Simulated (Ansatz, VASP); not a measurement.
PIr2: VASP beside Ansatz

Contents of INCAR:

```
SYSTEM = PIr2
  PREC = Accurate
  ENCUT = 520
  EDIFF = 1E-8
  ISMEAR = -1
  SIGMA = 0.05
  LREAL = .FALSE.
  LASPH = .TRUE.
  NELM = 100
  ALGO = Normal
  ISIF = 2
  LWAVE = .FALSE.
  LCHARG = .FALSE.
  GGA = CA
  LEFG = .TRUE.
  NBANDS = 18
```

Contents of KPOINTS:

```
regular mesh
0
G
  11 11 11
  0 0 0
```

POSCAR

```
PIr2
1.0
    0.0000000000      2.7489256148      2.7489256148
    2.7489256148      0.0000000000      2.7489256148
    2.7489256148      2.7489256148      0.0000000000
P Ir
1 2
Direct
    0.0000000000      0.0000000000      0.0000000000
    0.2500000000      0.2500000000      0.2500000000
    0.7500000000      0.7500000000      0.7500000000
```

Input for Ansatz:

```yaml
crystal:
  lattice:
    - [0.0, 2.7489256148, 2.7489256148]
    - [2.7489256148, 0.0, 2.7489256148]
    - [2.7489256148, 2.7489256148, 0.0]
  atoms:
    - { symbol: P, position: [0.0, 0.0, 0.0] }
    - { symbol: Ir, position: [0.25, 0.25, 0.25] }
    - { symbol: Ir, position: [0.75, 0.75, 0.75] }
kpoints:
  mp_grid: { grid: [11, 11, 11] }
scf:
  occupations: { method: fermi_dirac, width: 0.05 }
hamiltonian:
  xc: lda
  pseudopotentials: { kind: paw }
output:
  forces: true
  stress: true
  eigenvalues: true
  efg: { contact_densities: true }
```

Change from the starting cell: volume scaled by 0.98, PAW files.

Alike in both runs: task electric field gradients; functional LDA; k mesh 11 × 11 × 11; occupations fermi-dirac, width 0.05 eV; no spin polarisation.

|  | VASP | Ansatz |
| --- | --- | --- |
| version | VASP 6.6.1 | Ansatz 0.2.0 |
| potentials or method | VASP PAW LDA potentials, release 64 (P, Ir) | PAW with Ansatz's default frozen-core files, scalar-relativistic |
| plane-wave cutoff (eV) | 520 | 420 |
| valence electrons in the cell | 23 | 39 |

```csv
,VASP,Ansatz,Ansatz less VASP
pressure (GPa),3.5,1.4,-2.10
```

LDA's correlation is that of Perdew and Zunger in VASP and of Perdew and Wang (1992) in Ansatz. VASP's potentials hold 23 valence electrons a cell and Ansatz's 39, so a difference there can come from the potentials and not from the codes.

Spin-orbit coupling is off throughout.
